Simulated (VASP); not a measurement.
Input of a VASP 6.6.1 run:

The input INCAR:

```
SYSTEM = NbN
  ALGO = Normal
  EDIFF = 1E-7
  EDIFFG = -0.04
  ENCUT = 600
  GGA = PE
  GGA_COMPAT = .FALSE.
  IBRION = 2
  ISIF = 3
  ISMEAR = 0
  LASPH = .TRUE.
  LCHARG = .FALSE.
  LREAL = .FALSE.
  LWAVE = .FALSE.
  NELM = 120
  NELMIN = 4
  NSW = 60
  PREC = Accurate
  SIGMA = 0.1
```

File KPOINTS:

```
k-points
0
G
  6 6 6
  0 0 0
```

Contents of POSCAR:

```
NbN
1.0
    0.0000000000      2.1945000000      2.1945000000
    2.1945000000      0.0000000000      2.1945000000
    2.1945000000      2.1945000000      0.0000000000
Nb N
1 1
Direct
    0.5000000000      0.5000000000      0.5000000000
    0.0000000000      0.0000000000      0.0000000000
```

Potentials or basis: VASP PAW PBE potentials, release 64 (Nb_sv, N).

Run with:

```console
$ cat potpaw_PBE.64/Nb_sv/POTCAR potpaw_PBE.64/N/POTCAR > POTCAR
$ mpirun -np 1 vasp_std > vasp.out
```

(1) Predict the relaxed cell.

(2) Predict the space group after relaxing (to 0.05 Å).

(3) Estimate the relaxed volume.

Results:

(1) a = 3.126 Å, b = 3.126 Å, c = 3.126 Å, α = 60.00°, β = 60.00°, γ = 60.00°.

(2) Fm-3m (No. 225).

(3) 10.80 Å³/atom.

Caveat: the k points lie up to 0.41 Å⁻¹ apart in the final cell.
